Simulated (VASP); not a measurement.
Here is a VASP 6.6.1 calculation.

Contents of INCAR:

```
SYSTEM = Al3Cu2
  ALGO = Fast
  EDIFF = 1E-6
  ENCUT = 520
  GGA = PS
  ISIF = 2
  ISMEAR = 0
  LASPH = .TRUE.
  LCHARG = .FALSE.
  LREAL = .FALSE.
  LWAVE = .FALSE.
  NBANDS = 24
  NELM = 100
  PREC = Accurate
  SIGMA = 0.15
```

File KPOINTS:

```
k-points
0
G
  12 12 10
  0 0 0
```

The input POSCAR:

```
Al3Cu2
1.0
    4.0985856014      0.0000000000      0.0000000000
   -2.0492928007      3.5494792504      0.0000000000
    0.0000000000      0.0000000000      4.9821008425
Al Cu
3 2
Direct
    0.0000000000      0.0000000000      0.0000000000
    0.3305160187      0.6610320373      0.3515059809
    0.6666666667      0.3333333333      0.6484940191
    0.3333333333      0.6666666667      0.8422899817
    0.6666666667      0.3333333333      0.1577100183
```

Potentials or basis: VASP PAW PBE potentials, release 64 (Al, Cu).

Command:

```sh
$ cat potpaw_PBE.64/Al/POTCAR potpaw_PBE.64/Cu/POTCAR > POTCAR
$ mpirun -np 1 vasp_std > vasp.out
```

What does it give for the largest force?

0.094 eV/Å.

Estimate the pressure.

0.4 GPa.

Forces on the atoms (eV/Å):
```
Al   0.000 -0.018 -0.001
Al   0.000  0.094  0.001
Al   0.000 -0.034  0.000
Cu   0.000  0.009  0.004
Cu   0.000 -0.050 -0.006
```

Caveat: the cell differs from its parent crystal (atom 2 (Al) moved -0.020 Å along Cartesian [0 1 0]); the PAW data sets were made with another functional, which shifts forces and pressure a little.
